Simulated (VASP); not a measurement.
# Pt in VASP: single point with r2SCAN

Aim: the single point of Pt with r2SCAN.

All numbers are computed with VASP 6.6.1; they aren't measurements. Logs are shortened: lines on timing, memory, paths and dates and some standing lists are left out, and cuts for length are marked.

### Step 1. The cell of the first run

The typed cell holds 1 atom: a = 2.786 Å, b = 2.786 Å, c = 2.786 Å, α = 120.01°, β = 120.01°, γ = 89.99°.

### Step 2. Single point, r2SCAN

File POSCAR:

```
Pt
1.0
   -1.3929288260      1.3929288260      1.9703917460
    1.3929288260     -1.3929288260      1.9703917460
    1.3929288260      1.3929288260     -1.9703917460
Pt
1
Direct
    0.0000000000      0.0000000000      0.0000000000
```

File INCAR.step1:

```
SYSTEM = Pt
ALGO = Normal ; EDIFF = 1E-4
ENCUT = 520 ; GGA = PE
ISMEAR = 0 ; LASPH = .True.
LCHARG = .False. ; LREAL = .False.
LWAVE = .True. ; NBANDS = 11
NELM = 80 ; PREC = Accurate
SIGMA = 0.1
```

File INCAR.step2:

```
SYSTEM = Pt
ALGO = Normal ; EDIFF = 1E-6
ENCUT = 520 ; ISIF = 2
ISMEAR = 0 ; ISTART = 1
LASPH = .True. ; LCHARG = .False.
LMIXTAU = .True. ; LREAL = .False.
LWAVE = .False. ; METAGGA = R2SCAN
NBANDS = 11 ; NELM = 80
PREC = Accurate ; SIGMA = 0.1
```

File KPOINTS:

```
k-points
0
Gamma
  28 28 28
  0 0 0
```

Potentials or basis: VASP PAW PBE potentials, release 64 (Pt).

Launch:

```console
cat potpaw_PBE.64/Pt/POTCAR > POTCAR
cp INCAR.step1 INCAR
mpirun -np 1 vasp_std > vasp.out
cp INCAR.step2 INCAR
mpirun -np 1 vasp_std > vasp.out
```

OUTCAR:

```text
SYSTEM = Pt
   EDIFF = 1E-6
   ENCUT = 520
   ISIF = 2
   ISMEAR = 0
   ISTART = 1
   LASPH = .True.
   LREAL = .False.
   METAGGA = R2SCAN
   NELM = 80
   PREC = Accurate

 ion  position               nearest neighbor table
   1  0.000  0.000  0.000-

  LATTYP: Found a body centered tetragonal cell.
 ALAT       =     2.7858576520
 C/A-ratio  =     1.4145674274

  Lattice vectors:

 A1 = (  -1.3929288260,   1.3929288260,   1.9703917460)
 A2 = (   1.3929288260,  -1.3929288260,   1.9703917460)
 A3 = (   1.3929288260,   1.3929288260,  -1.9703917460)

Analysis of symmetry for initial positions (statically):
=====================================================================
 Subroutine PRICEL returns:
 Original cell was already a primitive cell.

 Routine SETGRP: Setting up the symmetry group for a
 body centered tetragonal supercell.

 Subroutine GETGRP returns: Found 16 space group operations
 (whereof 16 operations were pure point group operations)
 out of a pool of 16 trial point group operations.

The static configuration has the point symmetry D_4h.

Analysis of symmetry for dynamics (positions and initial velocities):
=====================================================================
 Subroutine PRICEL returns:
 Original cell was already a primitive cell.

 Routine SETGRP: Setting up the symmetry group for a
 body centered tetragonal supercell.

 Subroutine GETGRP returns: Found 16 space group operations
 (whereof 16 operations were pure point group operations)
 out of a pool of 16 trial point group operations.

The dynamic configuration has the point symmetry D_4h.

 Subroutine INISYM returns: Found 16 space group operations
 (whereof 16 operations are pure point group operations),
 and found     1 'primitive' translations

----------------------------------------------------------------------------------------

                                     Primitive cell

  volume of cell :      15.2922

  direct lattice vectors                    reciprocal lattice vectors
    -1.392928826  1.392928826  1.970391746     0.000000000  0.358955885  0.253756646
     1.392928826 -1.392928826  1.970391746     0.358955885  0.000000000  0.253756646
     1.392928826  1.392928826 -1.970391746     0.358955885  0.358955885  0.000000000

  length of vectors
     2.786206213  2.786206213  2.786206213     0.439592724  0.439592724  0.507640281

  position of ions in fractional coordinates (direct lattice)
     0.000000000  0.000000000  0.000000000

  ion indices of the primitive-cell ions
   primitive index   ion index
                 1           1

----------------------------------------------------------------------------------------

 KPOINTS: k-points

Automatic generation of k-mesh.
 Grid dimensions read from file:
 generate k-points for:   28   28   28

 Generating k-lattice:

  Cartesian coordinates                     Fractional coordinates (reciprocal lattice)
     0.000000000  0.012819853  0.009062737     0.035714286 -0.000000000  0.000000000
     0.012819853  0.000000000  0.009062737    -0.000000000  0.035714286  0.000000000
     0.012819853  0.012819853  0.000000000     0.000000000  0.000000000  0.035714286

  Length of vectors
     0.015699740  0.015699740  0.018130010

  Shift w.r.t. Gamma in fractional coordinates (k-lattice)
     0.000000000  0.000000000  0.000000000

 Subroutine IBZKPT returns following result:
 ===========================================

 Found   1639 irreducible k-points:

 Following reciprocal coordinates:
            Coordinates               Weight
  0.000000  0.000000  0.000000      1.000000
  0.035714 -0.000000  0.000000      8.000000
  0.071429 -0.000000  0.000000      8.000000
  0.107143  0.000000 -0.000000      8.000000
  0.142857 -0.000000  0.000000      8.000000
  0.178571  0.000000  0.000000      8.000000
[... 16 lines left out ...]
  0.285714  0.035714  0.000000     16.000000
  0.321429  0.035714  0.000000     16.000000
 [... further k-points ...]
   k-points           NKPTS =   1639   k-points in BZ     NKDIM =   1639   number of bands    NBANDS=     11
   number of dos      NEDOS =    301   number of ions     NIONS =      1
   total plane-waves  NPLWV =  13824
   dimension x,y,z NGX =    24 NGY =   24 NGZ =   24
   dimension x,y,z NGXF=    48 NGYF=   48 NGZF=   48
   ions per type =               1
   NGX,Y,Z   is equivalent  to a cutoff of  14.32, 14.32, 14.32 a.u.
   NGXF,Y,Z  is equivalent  to a cutoff of  28.64, 28.64, 28.64 a.u.
 SYSTEM =  Pt
   PREC   = accura    normal or accurate (medium, high low for compatibility)
   ISTART =      1    job   : 0-new  1-cont  2-samecut
   ICHARG =      0    charge: 1-file 2-atom 10-const
   ISPIN  =      1    spin polarized calculation?
   LNONCOLLINEAR =      F non collinear calculations
   LSORBIT =      F    spin-orbit coupling
   LASPH  =      T    aspherical Exc in radial PAW
   ENCUT  =  520.0 eV  38.22 Ry    6.18 a.u.   5.18  5.18  5.18*2*pi/ulx,y,z
   NELM   =     80;   NELMIN=  2; NELMDL=  0     # of ELM steps
   EDIFF  = 0.1E-05   stopping-criterion for ELM
   LREAL  =      F    real-space projection
   EDIFFG = 0.1E-04   stopping-criterion for IOM
   NSW    =      0    number of steps for IOM
   IBRION =     -1    ionic relax: 0-MD 1-quasi-New 2-CG
   NFREE  =      0    steps in history (QN), initial steepest desc. (CG)
   ISIF   =      2    stress and relaxation
   ISYM   =      2    0-nonsym 1-usesym 2-fastsym
   POTIM  = 0.5000    time-step for ionic-motion
   TEBEG  =    0.0;   TEEND  =   0.0 temperature during run
   PSTRESS=    0.0 pullay stress
   NELECT =      10.0000    total number of electrons
   NUPDOWN=      -1.0000    fix difference up-down
   EMIN   =  10.00;   EMAX   =-10.00  energy-range for DOS
   EFERMI =   0.00;   METHOD = LEGACY
   ISMEAR =     0;   SIGMA  =   0.10  broadening in eV -4-tet -1-fermi 0-gaus
   EFERMI_NEDOS =   21; number of points for ismear=-14 and -15
   IALGO  =     38    algorithm
   IMIX   =      4    mixing-type and parameters
     AMIX     =   0.40;   BMIX     =  1.00
     AMIX_MAG =   1.60;   BMIX_MAG =  1.00
  volume/ion in A,a.u.               =      15.29       103.20
  Fermi-wavevector in a.u.,A,eV,Ry     =   1.420969  2.685243 27.472254  2.019154
  Thomas-Fermi vector in A             =   2.541828
   LORBIT       =      0    0 simple, 1 ext, 2 COOP (PROOUT), +10 PAW based schemes
   METAGGA = R2SCAN    functional components
   LHFCALC =     F    Hartree Fock is set to
   AEXX    =    0.0000 exact exchange contribution
   IVDW    =     0    specifies the selected vdW correction
   LEPSILON=     F    determine dielectric tensor
   LRPA    =     F    only Hartree local field effects (RPA)
 non-spin polarized calculation
 Gauss-broadening in eV      SIGMA  =   0.10
  energy-cutoff  :      520.00
  volume of cell :       15.29
 maximum number of plane-waves:       428
 NGX is ok and might be reduce to    24
   NGX = 11   NGY = 11   NGZ = 11

 number of electron      10.0000001 magnetization

 Free energy of the ion-electron system (eV)
  ---------------------------------------------------
  ext. energy  EPLUGINS =         0.00000000
  ---------------------------------------------------
  free energy    TOTEN  =       -51.50522744 eV

  energy without entropy =      -51.49585470  energy(sigma->0) =      -51.50054107

 E-fermi :  10.7468     XC(G=0): -14.5364

 val. band max:       10.7461532358   @ k =  -0.1429   0.3571   0.0357
 cond. band min:      10.7503060217   @ k =  -0.1429  -0.3929   0.1429
 fundamental gap:      0.0041527858
 Fermi energy:        10.7467704219

 k-point     1 :       0.0000    0.0000    0.0000
  band No.  band energies     occupation
      1       0.4152      2.00000
      2       6.9198      2.00000
      3       6.9227      2.00000
      4       6.9227      2.00000
      5       9.0351      2.00000
      6       9.0385      2.00000
      7      26.2704      0.00000
      8      31.3553      0.00000
      9      31.3616      0.00000
     10      31.3616      0.00000
     11      37.1812      0.00000

 k-point     2 :       0.0357   -0.0000    0.0000
  band No.  band energies     occupation
      1       0.4683      2.00000
      2       6.8979      2.00000
      3       6.9422      2.00000
      4       6.9441      2.00000
      5       9.0232      2.00000
      6       9.0265      2.00000
      7      26.3521      0.00000
      8      31.0628      0.00000
      9      31.4370      0.00000
     10      31.4412      0.00000
     11      37.5076      0.00000

 k-point     3 :       0.0714   -0.0000    0.0000
  band No.  band energies     occupation
      1       0.6258      2.00000
      2       6.8307      2.00000
      3       7.0031      2.00000
      4       7.0050      2.00000
      5       8.9915      2.00000
      6       8.9947      2.00000
      7      26.5882      0.00000
      8      30.3236      0.00000
      9      31.6727      0.00000
     10      31.6769      0.00000
     11      38.2509      0.00000

 k-point     4 :       0.1071    0.0000   -0.0000
  band No.  band energies     occupation
      1       0.8815      2.00000
      2       6.7327      2.00000
      3       7.0931      2.00000
      4       7.0951      2.00000
      5       8.9531      2.00000
      6       8.9560      2.00000
      7      26.9485      0.00000
      8      29.3678      0.00000
      9      32.0548      0.00000
     10      32.0591      0.00000
     11      38.5325      0.00000
[... 239 lines left out ...]
 k-point    22 :       0.2500    0.0357    0.0000
  band No.  band energies     occupation
      1       2.6837      2.00000
      2       6.5992      2.00000
      3       7.2729      2.00000
      4       7.2949      2.00000
      5       9.1207      2.00000
      6       9.5615      2.00000
      7      24.3403      0.00000
      8      27.9722      0.00000
      9      33.2412      0.00000
     10      34.8719      0.00000
     11      35.4030      0.00000

 k-point    23 :       0.2857    0.0357    0.0000
  band No.  band energies     occupation
      1       3.0100      2.00000
      2       6.9028      2.00000
      3       7.1990      2.00000
      4       7.2128      2.00000
      5       9.3996      2.00000
      6       9.8476      2.00000
      7      22.9800      0.00000
      8      27.5946      0.00000
      9      32.7913      0.00000
     10      34.7064      0.00000
     11      35.5073      0.00000

 k-point    24 :       0.3214    0.0357    0.0000
  band No.  band energies     occupation
      1       3.2184      2.00000
      2       7.0770      2.00000
      3       7.1160      2.00000
      4       7.4421      2.00000
      5       9.7134      2.00000
      6      10.1581      2.00000
      7      21.5711      0.00000
      8      27.1411      0.00000
      9      32.1263      0.00000
     10      33.6002      0.00000
     11      36.4830      0.00000

 [... further k-points ...]

------------------------ aborting loop because EDIFF is reached ----------------------------------------

  FORCE on cell =-STRESS in cart. coord.  units (eV):
  Direction    XX          YY          ZZ          XY          YZ          ZX
  --------------------------------------------------------------------------------------
  -------------------------------------------------------------------------------------
  Total        0.0676616      0.0676616      0.0656054      0.0000000      0.0000000      0.0000000
  in kB        7.0889610      7.0889610      6.8735318      0.0000000      0.0000000      0.0000000
  external PRESSURE =       7.0171513 kB  Pullay stress =       0.0000000 kB

 VOLUME and BASIS-vectors are now :
 -----------------------------------------------------------------------------
  energy-cutoff  :      520.00
  volume of cell :       15.29
      direct lattice vectors                 reciprocal lattice vectors
    -1.392928826  1.392928826  1.970391746     0.000000000  0.358955885  0.253756646
     1.392928826 -1.392928826  1.970391746     0.358955885  0.000000000  0.253756646
     1.392928826  1.392928826 -1.970391746     0.358955885  0.358955885  0.000000000

 POSITION                                       TOTAL-FORCE (eV/Angst)
 -----------------------------------------------------------------------------------
      0.00000      0.00000      0.00000        -0.000000      0.000000      0.000000
 -----------------------------------------------------------------------------------
    total drift:                               -0.000000      0.000000     -0.000000

  FREE ENERGIE OF THE ION-ELECTRON SYSTEM (eV)
  ---------------------------------------------------
  free  energy   TOTEN  =       -51.5052274431 eV

  energy  without entropy=      -51.4958546992  energy(sigma->0) =      -51.50054107
```

It took 4.6 min on 1 thread of Intel Xeon 6975P-C (Granite Rapids), shared host; peak memory 0.39 GiB.

What came out:

| Item | Value |
| --- | --- |
| Free energy | -51.5052 eV |
| Pressure | 0.7 GPa |
| Band gap on the k mesh | zero (band 5 reaches 11.26 eV, above the bottom of band 6 at 8.93 eV) |

Caveat: the PAW data sets were made with another functional, which shifts forces and pressure a little; spin-orbit coupling is left out, which moves the levels of the heavy elements.
